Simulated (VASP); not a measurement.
Set up this calculation in VASP 6.6.1, as the native input.

```yaml
Task: single point
Functional: PBE
Potentials_or_basis: VASP PAW PBE potentials, release 64 (Cd, Te, Se)
Cutoff: 520 eV
k_mesh: 12 × 12 × 4
Occupations: gaussian, width 0.01 eV
Spin: no spin polarisation
Dipole_correction: no
Further_INCAR_settings: ALGO = Normal; EDIFF = 1e-06; NBANDS = 36
```

The structure of Cd3Te2Se lies in POSCAR:

```
Cd3Te2Se
1.0
    4.5827998894      0.0000000000      0.0000000000
   -2.2913999447      3.9688211247      0.0000000000
    0.0000000000      0.0000000000     11.2191138201
Cd Te Se
3 2 1
Direct
    0.0000000000      0.0000000000      0.0005445276
    0.3333333333      0.6666666667      0.6538528268
    0.6666666667      0.3333333333      0.3461435215
    0.3333333333      0.6666666667      0.9092989067
    0.0000000000      0.0000000000      0.2548875380
    0.6666666667      0.3333333333      0.5852726795
```

One way to write it, as run:

INCAR

```
ALGO = Normal
EDIFF = 1E-6
ENCUT = 520
GGA = PE
ISIF = 2
ISMEAR = 0
LASPH = T
LCHARG = F
LREAL = F
LWAVE = F
NBANDS = 36
NELM = 100
PREC = Accurate
SIGMA = 0.01
```

KPOINTS

```
k-points
0
Gamma
  12 12 4
```

Potentials or basis: VASP PAW PBE potentials, release 64 (Cd, Te, Se).

Run with:

```bash
$ cat potpaw_PBE.64/Cd/POTCAR potpaw_PBE.64/Te/POTCAR potpaw_PBE.64/Se/POTCAR > POTCAR
$ mpirun -np 1 vasp_std > vasp.out
```

It gave:

```yaml
Pressure: 0.1 GPa
Largest_force: 0.012 eV/Å
Band_gap_on_the_k_mesh: 0.25 eV
```

Caveat: semilocal functionals underestimate gaps, and a narrow one can read as zero; spin-orbit coupling is left out, which moves the levels of the heavy elements.

It took 9.2 min on 1 thread of Intel(R) Xeon(R) Platinum 8259CL CPU @ 2.50GHz (Skylake/Cascade Lake), with other jobs on the host, peak memory 0.63 GiB.
